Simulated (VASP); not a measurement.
A run of VASP 6.6.1:

INCAR

```
  PREC = Accurate
  ENCUT = 520
  EDIFF = 1E-7
  ISMEAR = 0
  SIGMA = 0.15
  LREAL = F
  LASPH = T
  NELM = 100
  ALGO = Fast
  ISIF = 2
  LWAVE = F
  LCHARG = F
  GGA = PE
  NBANDS = 19
```

The input KPOINTS:

```
Automatic mesh
0
Gamma
  18 18 10
```

POSCAR

```
Ti
1.0
    2.9499978604      0.0000000000      0.0000000000
   -1.4749989302      2.5547730882      0.0000000000
    0.0000000000      0.0000000000      4.5454200000
Ti
2
Direct
    0.3333333333      0.6666666667      0.2500000000
    0.6666666667      0.3333333333      0.7500000000
```

Potentials or basis: VASP PAW PBE potentials, release 64 (Ti_sv).

The run is started by

```sh
$ cat potpaw_PBE.64/Ti_sv/POTCAR > POTCAR
$ mpirun -np 1 vasp_std > vasp.out
```

Hardware: 1 thread of Intel(R) Xeon(R) 6975P-C (Granite Rapids) (shared host).

Question: Estimate the wall time of this run.

Answer: Run time: 3.2 min on 1 thread of Intel(R) Xeon(R) 6975P-C (Granite Rapids), on a shared host, peak memory 0.24 GiB. Counts: scf iterations 50, k points 222.
